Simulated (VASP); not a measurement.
## Ge: single point with PBEsol

The system is Ge.

```xyz
2
Lattice="-2.6517 2.6517 1.4393 2.6517 -2.6517 1.4393 2.6517 2.6517 -1.4393" Properties=species:S:1:pos:R:3 pbc="T T T"
Ge    2.6517    0.0000    0.7197
Ge    0.0000    0.0000    1.4393
```

This cell differs from its parent crystal: strain +0.030 along x and y, +0.030 along z.

```
Program             : VASP 6.6.1
Task                : single point
Functional          : PBEsol
Potentials or basis : VASP PAW PBE potentials, release 64 (Ge_d)
Cutoff              : 520 eV
k mesh              : 20 × 20 × 20
Occupations         : gaussian, width 0.15 eV
Spin                : no spin polarisation
```

```yaml
Pressure: -6.3 GPa
Band_gap_on_the_k_mesh: zero (band 14 reaches 7.30 eV, above the bottom of band 15 at 2.67 eV)
```

Stress tensor (GPa, compression positive):
```
-6.54  0.00  0.00
 0.00 -6.54  0.00
 0.00  0.00 -5.73
```

Levels at points of the mesh, in eV from the Fermi level:
```
           k point  band 10  band 11  band 12  band 13  band 14  band 15  band 16  band 17  band 18  band 19
(0.00, 0.00, 0.00)   -24.32   -12.55    -4.33    -2.06    -2.06     3.45     7.04     7.04     7.50     7.67
(0.50, 0.00, 0.00)   -24.36    -7.82    -6.05    -2.69    -1.77    -1.15     2.60     3.30     5.07     8.48
(0.50, 0.50, 0.00)   -24.39   -10.02   -10.02     0.67     0.67     1.72     1.72     7.01     7.01    10.95
(0.50, 0.50, 0.50)   -24.42    -8.59    -8.59    -5.33    -5.33     5.81     5.81    10.04    10.04    14.54
```

Run time: 5.7 min on 1 thread of Intel(R) Xeon(R) Platinum 8488C (Sapphire Rapids), on a shared host, peak memory 0.51 GiB.

Caveat: the cell differs from its parent crystal (strain +0.030 along x and y, +0.030 along z); the PAW data sets were made with another functional, which shifts forces and pressure a little.
